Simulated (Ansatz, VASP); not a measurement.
## One calculation of As, two programs

```
As
1.0
     0.00000    2.13049    2.13049
     2.13049    0.00000    2.13049
     2.13049    2.13049    0.00000
As
1
Direct
  0.00000 0.00000 0.00000
```

Alike in both runs: functional PBE; k mesh 17 × 17 × 17; occupations fermi-dirac, width 0.05 eV; no spin polarisation.

Ansatz relaxed the structure, and its values are those at the end. VASP's run is a single point on that final structure, the one shown.

|  | VASP | Ansatz |
| --- | --- | --- |
| version | VASP 6.6.1 | Ansatz 0.2.0 |
| potentials or method | VASP PAW PBE potentials, release 64 (As) | PAW with Ansatz's default frozen-core files, scalar-relativistic |
| plane-wave cutoff (eV) | 520 | 420 |
| valence electrons in the cell | 5 | 15 |

|  | VASP | Ansatz | Ansatz less VASP |
| --- | --- | --- | --- |
| pressure (GPa) | 0.0 | 0.0 | -0.05 |

VASP's potentials hold 5 valence electrons a cell and Ansatz's 15, so a difference there can come from the potentials and not from the codes.
